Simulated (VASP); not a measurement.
Wanted: the native input for a VASP 6.6.1 run.

| Item | Value |
| --- | --- |
| Task | single point |
| Functional | LDA |
| Potentials or basis | VASP PAW LDA potentials, release 64 (Ga_d, Sb) |
| Cutoff | 520 eV |
| k mesh | 18 × 18 × 18 |
| Occupations | gaussian, width 0.15 eV |
| Spin | no spin polarisation |
| Dipole correction | no |
| Further INCAR settings | ALGO = Fast; EDIFF = 1e-06; NBANDS = 16 |

The structure of GaSb lies in POSCAR:

```
GaSb
1.0
   -1.6300581863      2.5916202374      2.9004672341
    1.6300581863     -2.5916202374      2.9004672341
    1.6300581863      2.5916202374     -2.9004672341
Ga Sb
1 1
Direct
    0.0000000000      0.0000000000      0.0000000000
    0.5000000000      0.5000000000      0.0000000000
```

One way to write it, as run:

INCAR

```
PREC = Accurate
ENCUT = 520
EDIFF = 1E-6
ISMEAR = 0
SIGMA = 0.15
LREAL = F
LASPH = T
NELM = 60
ALGO = Fast
ISIF = 2
LWAVE = F
LCHARG = F
GGA = CA
NBANDS = 16
```

KPOINTS

```
regular mesh
0
Gamma
  18 18 18
```

Potentials or basis: VASP PAW LDA potentials, release 64 (Ga_d, Sb).

The run is started by

```console
$ cat potpaw_LDA.64/Ga_d/POTCAR potpaw_LDA.64/Sb/POTCAR > POTCAR
$ mpirun -np 1 vasp_std > vasp.out
```

It gave:

The pressure is -5.2 GPa and the band gap on the k mesh is zero (bands 9 and 10 overlap by 5.13 eV).

Caveat: the cell stands under tension; spin-orbit coupling is left out, which moves the levels of the heavy elements.

Run time: 9.5 min on 1 thread of Oxide Virtual Turin-like Processor (shared host), peak memory 0.71 GiB.
